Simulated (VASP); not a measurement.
A run of VASP 6.6.1 is set up as follows.

The input INCAR:

```
SYSTEM = TiC
PREC = Accurate
ENCUT = 520
EDIFF = 1E-6
ISMEAR = 0
SIGMA = 0.1
LREAL = .False.
LASPH = .True.
NELM = 100
ALGO = Normal
ISIF = 2
LWAVE = .False.
LCHARG = .False.
LDIPOL = .True.
IDIPOL = 3
DIPOL = 0.5 0.5 0.500
GGA = PS
NBANDS = 69
```

File KPOINTS:

```
Automatic mesh
0
Gamma
  4 4 1
  0 0 0
```

POSCAR

```
TiC
1.0
    3.0355752600      0.0000000000      0.0000000000
    0.0000000000      3.0355752600      0.0000000000
    0.0000000000      0.0000000000     28.9491383150
Ti C
7 7
Direct
    0.5000000000      0.5000000000      0.2801533440
    0.0000000000      0.0000000000      0.3524498838
    0.5000000000      0.5000000000      0.4261157268
    0.0000000000      0.0000000000      0.4999999993
    0.5000000000      0.5000000000      0.5738842861
    1.0000000000      0.0000000000      0.6475501312
    0.5000000000      0.5000000000      0.7198466628
    1.0000000000      0.0000000000      0.2763467400
    0.5000000000      0.5000000000      0.3513593573
    1.0000000000      0.0000000000      0.4255901998
    0.5000000000      0.5000000000      0.4999999926
    0.0000000000      0.0000000000      0.5744098145
    0.5000000000      0.5000000000      0.6486406622
    1.0000000000      0.0000000000      0.7236532600
```

Potentials or basis: VASP PAW PBE potentials, release 64 (Ti_sv, C).

Command:

```bash
$ cat potpaw_PBE.64/Ti_sv/POTCAR potpaw_PBE.64/C/POTCAR > POTCAR
$ mpirun -np 1 vasp_std > vasp.out
```

(1) What does it give for the band gap on the k mesh?

(2) Predict the largest force.

Answers

(1) zero (bands 56 and 57 overlap by 0.37 eV).

(2) 0.306 eV/Å.

Caveat: the k points lie up to 0.52 Å⁻¹ apart; the PAW data sets were made with another functional, which shifts forces and pressure a little.
